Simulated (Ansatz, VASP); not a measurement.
# NiO in VASP and in Ansatz

Contents of INCAR:

```
SYSTEM = NiO
PREC = Accurate
ENCUT = 520
EDIFF = 1E-7
ISMEAR = 0
SIGMA = 0.05
LREAL = .FALSE.
LASPH = .TRUE.
NELM = 150
ALGO = Normal
ISIF = 2
LWAVE = .FALSE.
LCHARG = .TRUE.
ISPIN = 2
MAGMOM = 2 -2 0 0
LORBIT = 11
LMAXMIX = 4
LDAU = .TRUE.
LDAUTYPE = 2
LDAUL = 2 -1
LDAUU = 6.2 0
LDAUJ = 0 0
LDAUPRINT = 1
GGA = PE
LELF = .TRUE.
LVHAR = .TRUE.
NBANDS = 28
```

KPOINTS

```
Automatic mesh
0
G
  6 6 6
  0 0 0
```

File POSCAR:

```
NiO
1.0
    0.0000000000      2.1337896542      2.1337896542
    2.1337896542      0.0000000000      2.1337896542
    4.2675793084      2.1337896542     -2.1337896542
Ni O
2 2
Direct
    0.0000000000      0.0000000000      0.0000000000
    0.5000000000      0.0000000000      0.5000000000
    0.7500000000      0.5000000000      0.2500000000
    1.2500000000      0.5000000000      0.7500000000
```

Input for Ansatz:

```yaml
crystal:
  lattice:
    - [0.0, 2.1337896542, 2.1337896542]
    - [2.1337896542, 0.0, 2.1337896542]
    - [4.2675793084, 2.1337896542, -2.1337896542]
  atoms:
    - { symbol: Ni, position: [0.0, 0.0, 0.0], spin: 2.0 }
    - { symbol: O, position: [0.75, 0.5, 0.25] }
    - { symbol: Ni, position: [0.5, 0.0, 0.5], spin: -2.0 }
    - { symbol: O, position: [1.25, 0.5, 0.75] }
basis:
  ecutwfc: 420
  ecutrho_ratio: 4
kpoints:
  mp_grid: { grid: [6, 6, 6] }
hamiltonian:
  xc: pbe
  hubbard: { sites: [{ species: Ni, l: d, u_eff: 6.2 }] }
scf:
  occupations: { method: gaussian, width: 0.05 }
output:
  forces: true
  stress: true
  eigenvalues: true
  populations: true
  hubbard: { sites: [{ species: Ni, l: d }] }
magnetization:
  spin_polarized: true
```

Alike in both runs: task single point; functional PBE; k mesh 6 × 6 × 6; occupations gaussian, width 0.05 eV; collinear spin; Hubbard terms Ni d U = 6.2 eV.

```csv
,VASP,Ansatz
version,VASP 6.6.1,Ansatz 0.2.0
potentials or method,"VASP PAW PBE potentials, release 64 (Ni, O), cutoff 520 eV","scalar-relativistic, plane waves, PAW"
valence electrons in the cell,32,48
```

VASP gave:

```
gap on the k mesh at the Fermi level (eV)                     : 2.95
least direct gap on the mesh (eV)                             : 3.60
pressure (GPa)                                                : -9.7
net moment per atom (μB)                                      : 0.00
size of the moment on the site where the two differ most (μB) : 1.76
```

Which values does Ansatz return?

gap on the k mesh at the Fermi level (eV): 2.69; least direct gap on the mesh (eV): 3.44; pressure (GPa): -2.1; net moment per atom (μB): 0.00; size of the moment on the site where the two differ most (μB): 1.69.

Site moments also hang on the region over which each program counts them. The programs project onto different local orbitals, so the same U acts differently, and such runs can settle in different states. VASP's potentials hold 32 valence electrons a cell and Ansatz's 48, so a difference there can come from the potentials and not from the codes.

The k mesh is coarse, so the values compare programs but aren't converged.
